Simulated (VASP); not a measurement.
# C in VASP: a series of runs, part 2 of 2

VASP 6.6.1. Earlier steps stand in the parts before.

## Step 4: Single point, LDA

File INCAR:

```
PREC = Accurate ; ENCUT = 520
EDIFF = 1E-6 ; ISMEAR = -1
SIGMA = 0.05 ; LREAL = F
LASPH = T ; NELM = 60
ALGO = Normal ; ISIF = 2
LWAVE = F ; LCHARG = T
LELF = T ; LVHAR = T
NBANDS = 11
```

File KPOINTS:

```
regular mesh
0
Gamma
  11 11 11
```

File POSCAR:

```
C
1.0
    1.2280287114      0.7090027071      3.3470114498
   -1.2280287114      0.7090027071      3.3470114498
    0.0000000000     -1.4180054142      3.3470114498
C
2
Direct
    0.9804083013      0.8593117840      0.8593116137
    0.1862588367      0.1406882409      0.1406880123
```

Potentials or basis: VASP PAW LDA potentials, release 64 (C).

Run with:

```bash
$ cat potpaw_LDA.64/C/POTCAR > POTCAR
$ mpirun -np 1 vasp_std > vasp.out
```

OUTCAR:

```text
PREC = Accurate
   ENCUT = 520
   EDIFF = 1E-6
   ISMEAR = -1
   LREAL = F
   LASPH = T
   NELM = 60
   ISIF = 2

 ion  position               nearest neighbor table
   1  0.980  0.859  0.859-   2 1.57   2 1.57   2 1.71
   2  0.186  0.141  0.141-   1 1.57   1 1.57   1 1.71

  LATTYP: Found a trigonal (rhomboedric) cell.
 ALAT       =     3.6350000000
 COS(alpha) =     0.7717355882

  Lattice vectors:

 A1 = (   1.2280287114,   0.7090027071,   3.3470114498)
 A2 = (  -1.2280287114,   0.7090027071,   3.3470114498)
 A3 = (   0.0000000000,  -1.4180054142,   3.3470114498)

Analysis of symmetry for initial positions (statically):
=====================================================================
 Subroutine PRICEL returns:
 Original cell was already a primitive cell.

 Routine SETGRP: Setting up the symmetry group for a
 trigonal (rhombohedral) supercell.

 Subroutine GETGRP returns: Found  4 space group operations
 (whereof  2 operations were pure point group operations)
 out of a pool of 12 trial point group operations.

The static configuration has the point symmetry C_1h.
 The point group associated with its full space group is C_2h.
[... 172 lines left out ...]
      3       2.4364      2.00000
      4       4.3774      0.00169
      5       6.2907      0.00000
      6      10.7370      0.00000
      7      13.1642      0.00000
      8      16.4725      0.00000
      9      20.5553      0.00000
     10      27.1887      0.00000
     11      28.9543      0.00000
[... 309 lines left out ...]
 k-point    24 :      -0.0000    0.4545    0.0909
  band No.  band energies     occupation
      1      -9.2483      2.00000
      2      -4.7499      2.00000
      3       1.3336      2.00000
      4       1.7326      2.00000
      5       4.9430      0.00000
      6      11.5114      0.00000
      7      13.2781      0.00000
      8      16.3871      0.00000
      9      17.1009      0.00000
     10      22.3028      0.00000
     11      25.7828      0.00000

 [... further k-points ...]

------------------------ aborting loop because EDIFF is reached ----------------------------------------

  FORCE on cell =-STRESS in cart. coord.  units (eV):
  Direction    XX          YY          ZZ          XY          YZ          ZX
  --------------------------------------------------------------------------------------
  -------------------------------------------------------------------------------------
  Total       -0.0938451     -0.2379415    -10.8718053      0.1247911      0.0968789      0.1677992
  in kB       -8.5991857    -21.8029788   -996.2019500     11.4348203      8.8771749     15.3757256
  external PRESSURE =    -342.2013715 kB  Pullay stress =       0.0000000 kB

 VOLUME and BASIS-vectors are now :
 -----------------------------------------------------------------------------
  energy-cutoff  :      520.00
  volume of cell :       17.48
      direct lattice vectors                 reciprocal lattice vectors
     1.228028711  0.709002707  3.347011450     0.407156604  0.235071975  0.099591333
    -1.228028711  0.709002707  3.347011450    -0.407156604  0.235071975  0.099591333
     0.000000000 -1.418005414  3.347011450     0.000000000 -0.470143950  0.099591333

 POSITION                                       TOTAL-FORCE (eV/Angst)
 -----------------------------------------------------------------------------------
      0.14871      0.08586      9.03369        -0.122297     -0.070608     -8.117032
      0.05596      0.03231      1.56518         0.122297      0.070608      8.117032
 -----------------------------------------------------------------------------------
    total drift:                                0.000004     -0.000110      0.000435

  FREE ENERGIE OF THE ION-ELECTRON SYSTEM (eV)
  ---------------------------------------------------
  free  energy   TOTEN  =       -15.6780778906 eV

  energy  without entropy=      -15.6717779119  energy(sigma->0) =      -15.67492790
```

OSZICAR:

```text
N       E                     dE             d eps       ncg     rms          rms(c)
DAV:   1     0.423978608751E+01    0.42398E+01   -0.43166E+03  8231   0.661E+02
DAV:   2    -0.155699552147E+02   -0.19810E+02   -0.18835E+02 10687   0.116E+02
DAV:   3    -0.161215731521E+02   -0.55162E+00   -0.54953E+00  9738   0.158E+01
DAV:   4    -0.161234957498E+02   -0.19226E-02   -0.19225E-02  8816   0.120E+00
DAV:   5    -0.161235021723E+02   -0.64225E-05   -0.64224E-05  9749   0.650E-02    0.414E+00
DAV:   6    -0.157560536304E+02    0.36745E+00   -0.36172E-01  8625   0.337E+00    0.222E+00
DAV:   7    -0.156792930399E+02    0.76761E-01   -0.23331E-01  9214   0.291E+00    0.600E-01
DAV:   8    -0.156784280757E+02    0.86496E-03   -0.13595E-02  8499   0.788E-01    0.225E-01
DAV:   9    -0.156780830362E+02    0.34504E-03   -0.94629E-04  8943   0.202E-01    0.341E-02
DAV:  10    -0.156780777623E+02    0.52739E-05   -0.28985E-05  9396   0.436E-02    0.157E-02
DAV:  11    -0.156780778906E+02   -0.12838E-06   -0.52563E-06  8850   0.168E-02
   1 F= -.15678078E+02 E0= -.15674928E+02  d E =-.629998E-02
```

stdout:

```text
POSCAR found type information on POSCAR C
 POSCAR found :  1 types and       2 ions
 scaLAPACK will be used
 LDA part: xc-table for (Slater(with rela. corr.)+CA(PZ))
 , standard interpolation
 POSCAR, INCAR and KPOINTS ok, starting setup
 FFT: planning ... GRIDC
 FFT: planning ... GRID_SOFT
 FFT: planning ... GRID
 WAVECAR not read
 entering main loop
```

It took 62 s on 1 thread of Intel Xeon Platinum 8488C (Sapphire Rapids), shared host; peak memory 0.17 GiB.

Results:

| Item | Value |
| --- | --- |
| Free energy | -15.6781 eV |
| Pressure | -34.2 GPa |
| Largest force | 8.118 eV/Å |
| Band gap on the k mesh | zero (band 4 reaches 6.05 eV, above the bottom of band 5 at 3.38 eV) |

Forces on the atoms (eV/Å):
```
C   -0.122 -0.071 -8.117
C    0.122  0.071  8.117
```

Levels at points of the mesh, in eV from the Fermi level:
```
           k point  band 1  band 2  band 3  band 4  band 5  band 6  band 7  band 8  band 9
(0.00, 0.00, 0.00)  -17.73   -4.63   -1.59    0.35    2.27    6.71    9.14   12.45   16.53
```

Caveat: forces of over 1 eV/Å act on the atoms, so gaps and moduli don't describe the material at rest.

## Step 5: Single point, LDA

File INCAR:

```
PREC     = Accurate       # precision mode
ENCUT    = 520            # plane-wave cutoff, eV
EDIFF    = 1E-6           # SCF threshold, eV
ISMEAR   = -1             # smearing method
SIGMA    = 0.05           # smearing width, eV
LREAL    = F              # projectors in reciprocal space
LASPH    = T              # aspherical terms in the spheres
NELM     = 60             # most SCF steps
ALGO     = Normal         # electronic algorithm
ISIF     = 2              # what is computed and relaxed
LWAVE    = F              # write WAVECAR
LCHARG   = F              # write CHGCAR
NBANDS   = 11             # bands
```

KPOINTS is that of step 4.

File POSCAR:

```
C
1.0
    1.2280287114      0.7090027071      3.3470114498
   -1.2280287114      0.7090027071      3.3470114498
    0.0000000000     -1.4180054142      3.3470114498
C
2
Direct
    1.1058551064      0.8965652114      0.8965652834
    0.2274778202      0.1034351178      0.1034348441
```

Run with:

```bash
$ cat potpaw_LDA.64/C/POTCAR > POTCAR
$ mpirun -np 1 vasp_std > vasp.out
```

Run time: 51 s. Hardware: 1 thread of Intel Xeon Platinum 8488C (Sapphire Rapids), shared host; peak memory 0.17 GiB.

It converged, with:

```yaml
Free_energy: -11.6196 eV
Pressure: -39.1 GPa
Largest_force: 0.008 eV/Å
Band_gap_on_the_k_mesh: zero (band 4 reaches 9.24 eV, above the bottom of band 5 at 2.76 eV)
```

Forces in eV/Å, atoms in the order of the input:
```
C    0.007  0.004  0.001
C   -0.007 -0.004 -0.001
```

Stress tensor (GPa, compression positive):
```
-21.11  -1.25   6.43
 -1.25 -19.67   3.71
  6.43   3.71 -76.55
```

Levels at points of the mesh, in eV from the Fermi level:
```csv
k point,band 1,band 2,band 3,band 4,band 5,band 6,band 7,band 8
"(0.00, 0.00, 0.00)",-16.62,-6.81,-5.26,4.07,4.31,4.50,4.90,9.64
```

## Step 6: Single point, LDA

File INCAR:

```
PREC = Accurate
ENCUT = 520
EDIFF = 1E-6
ISMEAR = -1
SIGMA = 0.05
LREAL = F
LASPH = T
NELM = 100
ALGO = Normal
ISIF = 2
LWAVE = F
LCHARG = F
GGA = CA
NBANDS = 11
```

File KPOINTS:

```
Automatic mesh
0
Gamma
  11 11 11
```

File POSCAR:

```
C
1.0
    1.2280287114      0.7090027071      3.3470114498
   -1.2280287114      0.7090027071      3.3470114498
    0.0000000000     -1.4180054142      3.3470114498
C
2
Direct
    0.9754479639      0.8617950837      0.8617952245
    0.1912189390      0.1382047062      0.1382048716
```

Potentials or basis: VASP PAW LDA potentials, release 64 (C).

Run with:

```bash
$ cat potpaw_LDA.64/C/POTCAR > POTCAR
$ mpirun -np 1 vasp_std > vasp.out
```

Wall time 60 s (1 thread of Intel Xeon Platinum 8488C (Sapphire Rapids), shared host); peak memory 0.17 GiB.

It converged, with:

| Item | Value |
| --- | --- |
| Free energy | -15.6800 eV |
| Pressure | -34.7 GPa |
| Largest force | 8.073 eV/Å |
| Band gap on the k mesh | zero (band 4 reaches 5.86 eV, above the bottom of band 5 at 3.44 eV) |

Forces in eV/Å, atoms in the order of the input:
```
C   -0.057 -0.033 -8.073
C    0.057  0.033  8.073
```

Stress tensor (GPa, compression positive):
```
 -1.88   0.81   1.54
  0.81  -2.82   0.89
  1.54   0.89 -99.40
```

Levels at points of the mesh, in eV from the Fermi level:
```csv
k point,band 2,band 3,band 4,band 5,band 6,band 7
"(0.00, 0.00, 0.00)",-4.64,-1.58,0.51,2.03,6.95,8.90
```

Caveat: forces of over 1 eV/Å act on the atoms, so gaps and moduli don't describe the material at rest.

## Step 7: Single point, LDA

File INCAR:

```
SYSTEM = C
ALGO = Normal ; EDIFF = 1E-6
ENCUT = 520 ; ISIF = 2
ISMEAR = -1 ; LASPH = .TRUE.
LCHARG = .FALSE. ; LREAL = .FALSE.
LWAVE = .FALSE. ; NBANDS = 11
NELM = 100 ; PREC = Accurate
SIGMA = 0.05
```

File KPOINTS:

```
k-points
0
G
  11 11 11
  0 0 0
```

File POSCAR:

```
C
1.0
    1.2280287114      0.7090027071      3.3470114498
   -1.2280287114      0.7090027071      3.3470114498
    0.0000000000     -1.4180054142      3.3470114498
C
2
Direct
    1.0998942802      0.8994168828      0.8994168951
    0.2334390536      0.1005830393      0.1005832324
```

Run with:

```bash
$ cat potpaw_LDA.64/C/POTCAR > POTCAR
$ mpirun -np 1 vasp_std > vasp.out
```

Wall time 54 s (1 thread of Intel Xeon Platinum 8488C (Sapphire Rapids), shared host); peak memory 0.17 GiB.

Results (log left out):

| Item | Value |
| --- | --- |
| Free energy | -11.6193 eV |
| Pressure | -39.0 GPa |
| Largest force | 0.013 eV/Å |
| Band gap on the k mesh | zero (band 4 reaches 9.29 eV, above the bottom of band 5 at 2.75 eV) |

Forces on the atoms (eV/Å):
```
C    0.011  0.006 -0.003
C   -0.011 -0.006  0.003
```

Stress tensor (GPa, compression positive):
```
-20.94  -1.02   5.21
 -1.02 -19.76   3.01
  5.21   3.01 -76.43
```

Levels at points of the mesh, in eV from the Fermi level:
```tsv
k point	band 2	band 3	band 4	band 5	band 6	band 7
(0.00, 0.00, 0.00)	-6.81	-5.26	4.13	4.36	4.47	4.84
```
